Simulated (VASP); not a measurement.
The system is K.

```
K
1.0
    -2.69756    2.69756    2.69756
     2.69756   -2.69756    2.69756
     2.69756    2.69756   -2.69756
K
1
Direct
  0.00000 0.00000 0.00000
```

- Program: VASP 6.6.1
- Task: relaxation of cell and atoms
- Functional: PBEsol
- Potentials or basis: VASP PAW PBE potentials, release 64 (K_sv)
- Cutoff: 600 eV
- k mesh: 7 × 7 × 7
- Occupations: fermi-dirac, width 0.05 eV
- Spin: no spin polarisation

At the start: pressure -0.3 GPa; volume 78.52 Å³/atom.

Problem. How do energy, volume and symmetry change on relaxing?

Solution. Over 5 steps the energy falls by 8.2 meV/atom and the volume is 70.97 Å³/atom (-9.6 %); space group Im-3m (No. 229, to 0.05 Å).

Step by step:
```tsv
step	energy change (eV)	largest force (eV/Å)	pressure (GPa)	volume (Å³)
1	0.0000	0.0000	-0.31	78.52
2	-0.0031	0.0000	-0.25	76.78
3	-0.0068	0.0000	-0.14	73.85
4	-0.0070	0.0000	0.15	68.20
5	-0.0082	0.0000	-0.01	70.97
```

Final structure:
```
K
1.0
    -2.60823    2.60823    2.60823
     2.60823   -2.60823    2.60823
     2.60823    2.60823   -2.60823
K
1
Direct
  0.00000 0.00000 0.00000
```

Caveat: the PAW data sets were made with another functional, which shifts forces and pressure a little.
